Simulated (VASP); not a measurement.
Here is a VASP 6.6.1 calculation.

Contents of POSCAR:

```
Cu
1.0
   -1.4427930000      1.4427930000      1.3760810000
    1.4427930000     -1.4427930000      1.3760810000
    1.4427930000      1.4427930000     -1.3760810000
Cu
1
Direct
    0.0000000000      0.0000000000      0.0000000000
```

The input INCAR.step1:

```
SYSTEM = Cu
  PREC = Accurate
  ENCUT = 520
  ISMEAR = 0
  SIGMA = 0.1
  LREAL = .FALSE.
  LASPH = .TRUE.
  NELM = 100
  NBANDS = 12
  GGA = PE
  ALGO = Normal
  EDIFF = 1E-4
  LWAVE = .TRUE.
  LCHARG = .FALSE.
```

File INCAR.step2:

```
SYSTEM = Cu
  PREC = Accurate
  ENCUT = 520
  EDIFF = 1E-6
  ISMEAR = 0
  SIGMA = 0.1
  LREAL = .FALSE.
  LASPH = .TRUE.
  NELM = 100
  ALGO = Normal
  ISIF = 2
  LWAVE = .FALSE.
  LCHARG = .FALSE.
  METAGGA = R2SCAN
  LMIXTAU = .TRUE.
  NBANDS = 12
  ISTART = 1
```

KPOINTS

```
regular mesh
0
G
  15 15 15
  0 0 0
```

Potentials or basis: VASP PAW PBE potentials, release 64 (Cu).

Run with:

```bash
$ cat potpaw_PBE.64/Cu/POTCAR > POTCAR
$ cp INCAR.step1 INCAR
$ mpirun -np 1 vasp_std > vasp.out
$ cp INCAR.step2 INCAR
$ mpirun -np 1 vasp_std > vasp.out
```

(1) Predict the pressure.

## Answers

(1) 1.0 GPa.

Caveat: the PAW data sets were made with another functional, which shifts forces and pressure a little.
